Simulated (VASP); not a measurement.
# Hf (Pm-3m) in VASP: further runs

The runs below take Hf through single point, with r2SCANh, PBE0, r2SCAN0.

Everything below comes from runs of VASP 6.6.1. Logs are shortened: lines on timing, memory, paths and dates and some standing lists are left out, and cuts for length are marked.

## (1) The cell of the first run

It takes space group Pm-3m (No. 221, cubic). The conventional cell has a = 2.952 Å, b = 2.952 Å, c = 2.952 Å, α = 90.00°, β = 90.00°, γ = 90.00°. Hf (site symmetry m-3m) has 6 Hf at 2.95 Å within 3.9 Å.

This isn't the form of Hf at room conditions, which is hcp.

## (2) Single point, r2SCANh

The input, POSCAR:

```
Hf
1.0
    2.9521540024      0.0000000000      0.0000000000
    0.0000000000      2.9521540024      0.0000000000
    0.0000000000      0.0000000000      2.9521540024
Hf
1
Direct
    0.5000000000      0.5000000000      0.5000000000
```

The input, INCAR.step1:

```
PREC = Accurate ; ENCUT = 520
EDIFF = 1E-5 ; ISMEAR = -1
SIGMA = 0.05 ; LREAL = F
LASPH = T ; NELM = 60
ALGO = Normal ; ISIF = 2
LWAVE = T ; LCHARG = F
NBANDS = 11 ; GGA = PE
```

The input, INCAR.step2:

```
PREC = Accurate ; ENCUT = 520
EDIFF = 1E-7 ; ISMEAR = -1
SIGMA = 0.05 ; LREAL = F
LASPH = T ; NELM = 60
ALGO = Normal ; ISIF = 2
LWAVE = F ; LCHARG = F
METAGGA = R2SCAN ; LHFCALC = T
AEXX = 0.1 ; LMIXTAU = T
PRECFOCK = Normal ; NBANDS = 11
ISTART = 1
```

The input, KPOINTS:

```
Automatic mesh
0
Gamma
  5 5 5
```

Potentials or basis: VASP PAW PBE potentials, release 64 (Hf_pv).

Command:

```sh
> cat potpaw_PBE.64/Hf_pv/POTCAR > POTCAR
> cp INCAR.step1 INCAR
> mpirun -np 1 vasp_std > vasp.out
> cp INCAR.step2 INCAR
> mpirun -np 1 vasp_std > vasp.out
```

OUTCAR:

```text
PREC = Accurate
   ENCUT = 520
   EDIFF = 1E-7
   ISMEAR = -1
   LREAL = F
   LASPH = T
   NELM = 60
   ISIF = 2
   METAGGA = R2SCAN
   LHFCALC = T
   AEXX = 0.1
   PRECFOCK = Normal
   ISTART = 1

 ion  position               nearest neighbor table
   1  0.500  0.500  0.500-

  LATTYP: Found a simple cubic cell.
 ALAT       =     2.9521540024

  Lattice vectors:

 A1 = (   2.9521540024,   0.0000000000,   0.0000000000)
 A2 = (   0.0000000000,   2.9521540024,   0.0000000000)
 A3 = (   0.0000000000,   0.0000000000,   2.9521540024)

Analysis of symmetry for initial positions (statically):
=====================================================================
 Subroutine PRICEL returns:
 Original cell was already a primitive cell.

 Routine SETGRP: Setting up the symmetry group for a
 simple cubic supercell.

 Subroutine GETGRP returns: Found 48 space group operations
 (whereof 48 operations were pure point group operations)
 out of a pool of 48 trial point group operations.

The static configuration has the point symmetry O_h .

Analysis of symmetry for dynamics (positions and initial velocities):
=====================================================================
 Subroutine PRICEL returns:
 Original cell was already a primitive cell.

 Routine SETGRP: Setting up the symmetry group for a
 simple cubic supercell.

 Subroutine GETGRP returns: Found 48 space group operations
 (whereof 48 operations were pure point group operations)
 out of a pool of 48 trial point group operations.

The dynamic configuration has the point symmetry O_h .

 Subroutine INISYM returns: Found 48 space group operations
 (whereof 48 operations are pure point group operations),
 and found     1 'primitive' translations

----------------------------------------------------------------------------------------

                                     Primitive cell

  volume of cell :      25.7287

  direct lattice vectors                    reciprocal lattice vectors
     2.952154002  0.000000000  0.000000000     0.338735716  0.000000000  0.000000000
     0.000000000  2.952154002  0.000000000     0.000000000  0.338735716  0.000000000
     0.000000000  0.000000000  2.952154002     0.000000000  0.000000000  0.338735716

  length of vectors
     2.952154002  2.952154002  2.952154002     0.338735716  0.338735716  0.338735716

  position of ions in fractional coordinates (direct lattice)
     0.500000000  0.500000000  0.500000000

  ion indices of the primitive-cell ions
   primitive index   ion index
                 1           1

----------------------------------------------------------------------------------------

 KPOINTS: Automatic mesh

Automatic generation of k-mesh.
 Grid dimensions read from file:
 generate k-points for:    5    5    5

 Generating k-lattice:

  Cartesian coordinates                     Fractional coordinates (reciprocal lattice)
     0.067747143  0.000000000  0.000000000     0.200000000  0.000000000  0.000000000
     0.000000000  0.067747143  0.000000000     0.000000000  0.200000000  0.000000000
     0.000000000  0.000000000  0.067747143     0.000000000  0.000000000  0.200000000

  Length of vectors
     0.067747143  0.067747143  0.067747143

  Shift w.r.t. Gamma in fractional coordinates (k-lattice)
     0.000000000  0.000000000  0.000000000

 Subroutine IBZKPT returns following result:
 ===========================================

 Found     10 irreducible k-points:

 Following reciprocal coordinates:
            Coordinates               Weight
  0.000000  0.000000  0.000000      1.000000
  0.200000  0.000000  0.000000      6.000000
  0.400000  0.000000  0.000000      6.000000
  0.200000  0.200000  0.000000     12.000000
  0.400000  0.200000  0.000000     24.000000
  0.400000  0.400000  0.000000     12.000000
  0.200000  0.200000  0.200000      8.000000
  0.400000  0.200000  0.200000     24.000000
  0.400000  0.400000  0.200000     24.000000
  0.400000  0.400000  0.400000      8.000000
   k-points           NKPTS =     10   k-points in BZ     NKDIM =    125   number of bands    NBANDS=     11
   number of dos      NEDOS =    301   number of ions     NIONS =      1
   total plane-waves  NPLWV =  13824
   dimension x,y,z NGX =    24 NGY =   24 NGZ =   24
   dimension x,y,z NGXF=    48 NGYF=   48 NGZF=   48
   ions per type =               1
   NGX,Y,Z   is equivalent  to a cutoff of  13.52, 13.52, 13.52 a.u.
   NGXF,Y,Z  is equivalent  to a cutoff of  27.03, 27.03, 27.03 a.u.
 SYSTEM =  unknown system
   PREC   = accura    normal or accurate (medium, high low for compatibility)
   ISTART =      1    job   : 0-new  1-cont  2-samecut
   ICHARG =      0    charge: 1-file 2-atom 10-const
   ISPIN  =      1    spin polarized calculation?
   LNONCOLLINEAR =      F non collinear calculations
   LSORBIT =      F    spin-orbit coupling
   LASPH  =      T    aspherical Exc in radial PAW
   ENCUT  =  520.0 eV  38.22 Ry    6.18 a.u.   5.49  5.49  5.49*2*pi/ulx,y,z
   NELM   =     60;   NELMIN=  2; NELMDL=  0     # of ELM steps
   EDIFF  = 0.1E-06   stopping-criterion for ELM
   LREAL  =      F    real-space projection
   EDIFFG = 0.1E-05   stopping-criterion for IOM
   NSW    =      0    number of steps for IOM
   IBRION =     -1    ionic relax: 0-MD 1-quasi-New 2-CG
   NFREE  =      0    steps in history (QN), initial steepest desc. (CG)
   ISIF   =      2    stress and relaxation
   ISYM   =      3    0-nonsym 1-usesym 2-fastsym
   POTIM  = 0.5000    time-step for ionic-motion
   TEBEG  =    0.0;   TEEND  =   0.0 temperature during run
   PSTRESS=    0.0 pullay stress
   NELECT =      10.0000    total number of electrons
   NUPDOWN=      -1.0000    fix difference up-down
   EMIN   =  10.00;   EMAX   =-10.00  energy-range for DOS
   EFERMI =   0.00;   METHOD = LEGACY
   ISMEAR =    -1;   SIGMA  =   0.05  broadening in eV -4-tet -1-fermi 0-gaus
   EFERMI_NEDOS =   21; number of points for ismear=-14 and -15
   IALGO  =     38    algorithm
   IMIX   =      1    mixing-type and parameters
     AMIX     =   0.40;   BMIX     =  1.00
     AMIX_MAG =   1.60;   BMIX_MAG =  1.00
  volume/ion in A,a.u.               =      25.73       173.63
  Fermi-wavevector in a.u.,A,eV,Ry     =   1.194728  2.257709 19.420626  1.427376
  Thomas-Fermi vector in A             =   2.330711
   LORBIT       =      0    0 simple, 1 ext, 2 COOP (PROOUT), +10 PAW based schemes
   METAGGA = R2SCAN    functional components
   LHFCALC =     T    Hartree Fock is set to
   PRECFOCK=normal    Normal, Fast or Accurate (Low or Medium for compatibility)
   ENCUT4O =  -1.0   cutoff for four orbital integrals eV
   NKREDX  =     1    reduce k-point grid by
   NKREDY  =     1    reduce k-point grid by
   NKREDZ  =     1    reduce k-point grid by
   AEXX    =    0.1000 exact exchange contribution
   HFSCREEN=    0.0000 screening length (either q_TF or 0.3 A-1)
   HFSCREENC=   0.0000 screening length for correlation (either q_TF or 0.3 A-1)
   ENCUTFOCK=  -1.0 apply spherical cutoff to Coloumb kernel
   IVDW    =     0    specifies the selected vdW correction
   LEPSILON=     F    determine dielectric tensor
   LRPA    =     F    only Hartree local field effects (RPA)
 non-spin polarized calculation
  energy-cutoff  :      520.00
  volume of cell :       25.73
 maximum number of plane-waves:       739
 NGX is ok and might be reduce to    24
  NGX = 18; NGY = 18; NGZ = 18

 number of electron      10.0000000 magnetization

 Free energy of the ion-electron system (eV)
  ---------------------------------------------------
  ext. energy  EPLUGINS =         0.00000000
  ---------------------------------------------------
  free energy    TOTEN  =       -41.40832615 eV

  energy without entropy =      -41.40527942  energy(sigma->0) =      -41.40680279

 E-fermi :   3.4967     XC(G=0): -10.4263

 val. band max:        3.3763059728   @ k =   0.2000   0.2000   0.0000
 cond. band min:       3.8594964926   @ k =   0.2000   0.2000   0.2000
 fundamental gap:      0.4831905198
 Fermi energy:         3.4966974147

 k-point     1 :       0.0000    0.0000    0.0000
  band No.  band energies     occupation
      1     -28.8399      2.00000
      2     -28.8399      2.00000
      3     -28.8399      2.00000
      4      -3.8135      2.00000
      5       1.7511      2.00000
      6       1.7511      2.00000
      7      10.4576      0.00000
      8      10.4576      0.00000
      9      10.4576      0.00000
     10      15.9717      0.00000
     11      17.0614      0.00000

 k-point     2 :       0.2000    0.0000    0.0000
  band No.  band energies     occupation
      1     -29.1612      2.00000
      2     -28.8130      2.00000
      3     -28.8130      2.00000
      4      -2.7972      2.00000
      5       2.0892      2.00000
      6       2.5993      2.00000
      7       8.9296      0.00000
      8       8.9296      0.00000
      9      10.5760      0.00000
     10      13.7743      0.00000
     11      15.9726      0.00000

 k-point     3 :       0.4000    0.0000    0.0000
  band No.  band energies     occupation
      1     -29.6503      2.00000
      2     -28.7689      2.00000
      3     -28.7689      2.00000
      4      -0.6759      2.00000
      5       2.7175      2.00000
      6       3.0658      1.99964
      7       7.2900      0.00000
      8       7.2900      0.00000
      9      10.7746      0.00000
     10      12.8236      0.00000
     11      15.9729      0.00000
[... 71 lines left out ...]
 k-point     9 :       0.4000    0.4000    0.2000
  band No.  band energies     occupation
      1     -29.5055      2.00000
      2     -29.4953      2.00000
      3     -28.9940      2.00000
      4       1.1319      2.00000
      5       3.8977      0.00066
      6       4.8012      0.00000
      7       5.5566      0.00000
      8       9.1894      0.00000
      9       9.4941      0.00000
     10      14.4408      0.00000
     11      15.4015      0.00000

 k-point    10 :       0.4000    0.4000    0.4000
  band No.  band energies     occupation
      1     -29.4468      2.00000
      2     -29.4334      2.00000
      3     -29.4334      2.00000
      4       1.8889      2.00000
      5       2.7153      2.00000
      6       2.7153      2.00000
      7       9.7392      0.00000
      8       9.7392      0.00000
      9      10.7781      0.00000
     10      12.4665      0.00000
     11      16.0047      0.00000

------------------------ aborting loop because EDIFF is reached ----------------------------------------

  FORCE on cell =-STRESS in cart. coord.  units (eV):
  Direction    XX          YY          ZZ          XY          YZ          ZX
  --------------------------------------------------------------------------------------
  -------------------------------------------------------------------------------------
  Total       -0.6455300     -0.6455300     -0.6455300      0.0000000      0.0000000     -0.0000000
  in kB      -40.1985131    -40.1985131    -40.1985131      0.0000000      0.0000000     -0.0000000
  external PRESSURE =     -40.1985131 kB  Pullay stress =       0.0000000 kB

 VOLUME and BASIS-vectors are now :
 -----------------------------------------------------------------------------
  energy-cutoff  :      520.00
  volume of cell :       25.73
      direct lattice vectors                 reciprocal lattice vectors
     2.952154002  0.000000000  0.000000000     0.338735716  0.000000000  0.000000000
     0.000000000  2.952154002  0.000000000     0.000000000  0.338735716  0.000000000
     0.000000000  0.000000000  2.952154002     0.000000000  0.000000000  0.338735716

 POSITION                                       TOTAL-FORCE (eV/Angst)
 -----------------------------------------------------------------------------------
      1.47608      1.47608      1.47608         0.000000      0.000000      0.000000
 -----------------------------------------------------------------------------------
    total drift:                                0.000000      0.000000      0.000000

  FREE ENERGIE OF THE ION-ELECTRON SYSTEM (eV)
  ---------------------------------------------------
  free  energy   TOTEN  =       -41.4083261531 eV

  energy  without entropy=      -41.4052794226  energy(sigma->0) =      -41.40680279
```

Run time: 4.3 min. Hardware: 1 thread of Intel Xeon Platinum 8488C (Sapphire Rapids), shared host; peak memory 0.15 GiB.

What came out:

| Property | Result |
| --- | --- |
| Free energy | -41.4083 eV |
| Pressure | -4.0 GPa |
| Band gap on the k mesh | zero (bands 5 and 6 overlap by 2.15 eV) |

Caveat: the k points lie up to 0.43 Å⁻¹ apart, too coarse for converged energies and pressures of a metal; the PAW data sets were made with another functional, which shifts forces and pressure a little; spin-orbit coupling is left out, which moves the levels of the heavy elements.

## (3) Single point, r2SCANh

This run uses another cell than the first one, of 26.22 Å³/atom.

The input, POSCAR:

```
Hf
1.0
    2.9709580381      0.0000000000      0.0000000000
    0.0000000000      2.9709580381      0.0000000000
    0.0000000000      0.0000000000      2.9709580381
Hf
1
Direct
    0.5000000000      0.5000000000      0.5000000000
```

The input, INCAR.step1:

```
PREC = Accurate
ENCUT = 520
EDIFF = 1E-5
ISMEAR = -1
SIGMA = 0.05
LREAL = F
LASPH = T
NELM = 60
ALGO = Normal
ISIF = 2
LWAVE = T
NBANDS = 11
GGA = PE
```

The input, INCAR.step2:

```
PREC = Accurate
ENCUT = 520
EDIFF = 1E-6
ISMEAR = -1
SIGMA = 0.05
LREAL = F
LASPH = T
NELM = 60
ALGO = Normal
ISIF = 2
LWAVE = F
LCHARG = T
METAGGA = R2SCAN
LHFCALC = T
AEXX = 0.1
LMIXTAU = T
PRECFOCK = Normal
LELF = T
LVHAR = T
NBANDS = 11
ISTART = 1
```

The input, KPOINTS:

```
regular mesh
0
Gamma
  5 5 5
```

Potentials or basis: VASP PAW PBE potentials, release 64 (Hf_pv).

Command:

```sh
> cat potpaw_PBE.64/Hf_pv/POTCAR > POTCAR
> cp INCAR.step1 INCAR
> mpirun -np 1 vasp_std > vasp.out
> cp INCAR.step2 INCAR
> mpirun -np 1 vasp_std > vasp.out
```

It took 3.2 min on 1 thread of Intel Xeon Platinum 8488C (Sapphire Rapids), shared host; peak memory 0.16 GiB.

It converged, with:

```
Free energy            : -41.3937 eV
Pressure               : -5.4 GPa
Band gap on the k mesh : zero (bands 5 and 6 overlap by 2.08 eV)
```

Levels at points of the mesh, in eV from the Fermi level:
| k point | band 1 | band 2 | band 3 | band 4 | band 5 | band 6 | band 7 | band 8 | band 9 | band 10 |
| --- | --- | --- | --- | --- | --- | --- | --- | --- | --- | --- |
| (0.00, 0.00, 0.00) | -32.40 | -32.40 | -32.40 | -7.25 | -1.70 | -1.70 | 6.83 | 6.83 | 6.83 | 13.39 |

Caveat: the k points lie up to 0.42 Å⁻¹ apart, too coarse for converged energies and pressures of a metal; the PAW data sets were made with another functional, which shifts forces and pressure a little; spin-orbit coupling is left out, which moves the levels of the heavy elements.

## (4) Single point, PBE0

This run uses another cell than the first one, of 24.74 Å³/atom.

The input, POSCAR:

```
Hf
1.0
    2.9138100000      0.0000000000      0.0000000000
    0.0000000000      2.9138100000      0.0000000000
    0.0000000000      0.0000000000      2.9138100000
Hf
1
Direct
    0.5000000000      0.5000000000      0.5000000000
```

The input, INCAR.step1:

```
SYSTEM = Hf
ALGO     = Normal         ! electronic algorithm
EDIFF    = 1E-5           ! SCF threshold, eV
ENCUT    = 520            ! plane-wave cutoff, eV
GGA      = PE             ! functional
ISIF     = 2              ! what is computed and relaxed
ISMEAR   = -1             ! smearing method
LASPH    = .TRUE.         ! aspherical terms in the spheres
LCHARG   = .FALSE.        ! write CHGCAR
LREAL    = .FALSE.        ! projectors in reciprocal space
LWAVE    = .TRUE.         ! write WAVECAR
NBANDS   = 11             ! bands
NELM     = 60             ! most SCF steps
PREC     = Accurate       ! precision mode
SIGMA    = 0.05           ! smearing width, eV
```

The input, INCAR.step2:

```
SYSTEM = Hf
AEXX     = 0.25           ! exact-exchange fraction
ALGO     = Normal         ! electronic algorithm
EDIFF    = 1E-7           ! SCF threshold, eV
ENCUT    = 520            ! plane-wave cutoff, eV
GGA      = PE             ! functional
ISIF     = 2              ! what is computed and relaxed
ISMEAR   = -1             ! smearing method
ISTART   = 1            
LASPH    = .TRUE.         ! aspherical terms in the spheres
LCHARG   = .FALSE.        ! write CHGCAR
LHFCALC  = .TRUE.         ! exact exchange
LREAL    = .FALSE.        ! projectors in reciprocal space
LWAVE    = .FALSE.        ! write WAVECAR
NBANDS   = 11             ! bands
NELM     = 60             ! most SCF steps
PREC     = Accurate       ! precision mode
PRECFOCK = Normal       
SIGMA    = 0.05           ! smearing width, eV
```

The input, KPOINTS:

```
k-points
0
G
  5 5 5
  0 0 0
```

Command:

```sh
> cat potpaw_PBE.64/Hf_pv/POTCAR > POTCAR
> cp INCAR.step1 INCAR
> mpirun -np 1 vasp_std > vasp.out
> cp INCAR.step2 INCAR
> mpirun -np 1 vasp_std > vasp.out
```

Run time: 7.7 min. Hardware: 1 thread of Intel Xeon 8259CL, shared host; peak memory 0.15 GiB.

It converged, with:

| Property | Result |
| --- | --- |
| Free energy | -10.9272 eV |
| Pressure | -0.5 GPa |
| Band gap on the k mesh | zero (bands 5 and 6 overlap by 2.84 eV) |

Levels at points of the mesh, in eV from the Fermi level:
| k point | band 3 | band 4 | band 5 | band 6 | band 7 | band 8 |
| --- | --- | --- | --- | --- | --- | --- |
| (0.00, 0.00, 0.00) | -32.71 | -7.84 | -2.05 | -2.05 | 7.82 | 7.82 |

Caveat: the k points lie up to 0.43 Å⁻¹ apart, too coarse for converged energies and pressures of a metal; the PAW data sets were made with another functional, which shifts forces and pressure a little; spin-orbit coupling is left out, which moves the levels of the heavy elements.

## (5) Single point, r2SCAN0

This run uses another cell than the first one, of 24.74 Å³/atom.

POSCAR is that of step 4.

The input, INCAR.step1:

```
ALGO = Normal ; EDIFF = 1E-5
ENCUT = 520 ; GGA = PE
ISIF = 2 ; ISMEAR = -1
LASPH = T ; LCHARG = F
LREAL = F ; LWAVE = T
NBANDS = 11 ; NELM = 80
PREC = Accurate ; SIGMA = 0.05
```

The input, INCAR.step2:

```
AEXX = 0.25 ; ALGO = Normal
EDIFF = 1E-6 ; ENCUT = 520
ISIF = 2 ; ISMEAR = -1
ISTART = 1 ; LASPH = T
LCHARG = F ; LHFCALC = T
LMIXTAU = T ; LREAL = F
LWAVE = F ; METAGGA = R2SCAN
NBANDS = 11 ; NELM = 80
PREC = Accurate ; PRECFOCK = Normal
SIGMA = 0.05
```

The input, KPOINTS:

```
k-points
0
Gamma
  5 5 5
```

Command:

```sh
> cat potpaw_PBE.64/Hf_pv/POTCAR > POTCAR
> cp INCAR.step1 INCAR
> mpirun -np 1 vasp_std > vasp.out
> cp INCAR.step2 INCAR
> mpirun -np 1 vasp_std > vasp.out
```

It took 5.8 min on 1 thread of Intel Xeon 8259CL, shared host; peak memory 0.16 GiB.

It converged, with:

```
Free energy            : -37.7651 eV
Pressure               : -1.4 GPa
Band gap on the k mesh : zero (bands 5 and 6 overlap by 2.93 eV)
```

Levels at points of the mesh, in eV from the Fermi level:
```tsv
k point	band 3	band 4	band 5	band 6	band 7	band 8
(0.00, 0.00, 0.00)	-33.47	-8.07	-2.08	-2.08	8.14	8.14
```

Caveat: the k points lie up to 0.43 Å⁻¹ apart, too coarse for converged energies and pressures of a metal; the PAW data sets were made with another functional, which shifts forces and pressure a little; spin-orbit coupling is left out, which moves the levels of the heavy elements.

## (6) The runs side by side

| level | cell | share of exact exchange | gap on the mesh (eV) | pressure (GPa) |
| --- | --- | --- | --- | --- |
| r2SCANh | a = 2.952 Å, 1 atom | 0.1 | none | -4.0 |
| r2SCANh | a = 2.971 Å, 1 atom | 0.1 | none | -5.4 |
| PBE0 | a = 2.914 Å, 1 atom | 0.25 | none | -0.5 |
| r2SCAN0 | a = 2.914 Å, 1 atom | 0.25 | none | -1.4 |

Alike in all rows: task single point; potentials or basis VASP PAW PBE potentials, release 64 (Hf_pv); no spin polarisation; k mesh 5 × 5 × 5; cutoff (eV) 520; smearing fermi-dirac 0.05 eV.

Caveats: all runs use coarse meshes; the PAW data sets were made with another functional, which shifts forces and pressure a little; spin-orbit coupling is left out, which moves the levels of the heavy elements.

Absolute energies hang on the potentials; compare differences alone.
